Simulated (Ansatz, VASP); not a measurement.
**Two plane-wave programs on Cr**

```
Cr
1.0
     2.71400    0.00000    0.00000
    -1.35700    2.35039    0.00000
     0.00000    0.00000    4.41000
Cr
2
Direct
  0.66667 0.33333 0.75000
  0.33333 0.66667 0.25000
```

Alike in both runs: functional revPBE; k mesh 11 × 11 × 6; occupations fermi-dirac, width 0.05 eV; collinear spin.

|  | VASP | Ansatz |
| --- | --- | --- |
| version | VASP 6.6.1 | Ansatz 0.2.0 |
| potentials or method | VASP PAW PBE potentials, release 64 (Cr_pv) | Ansatz PAW |
| plane-wave cutoff (eV) | 520 | 420 |
| valence electrons in the cell | 24 | 28 |
| task | single point | band structure |

```csv
,VASP,Ansatz,Ansatz less VASP
gap on the k mesh at the Fermi level (eV),none,none,-
pressure (GPa),-22.0,-6.5,+15.43
"traceless stress, the component that is largest in VASP (GPa)",2.26,-13.13,-15.382
net moment per atom (μB),0.98,0.00,-0.979
size of the moment on the site where the two differ most (μB),0.91,2.20,+1.285
```

The net moments are unlike, so the other rows may belong to different states. VASP's potentials were made for PBE, not for revPBE. Site moments also hang on the region over which each program counts them. A gap of «none» marks a metal or a gap that the smearing closes. VASP's potentials hold 24 valence electrons a cell and Ansatz's 28, so a difference there can come from the potentials and not from the codes.
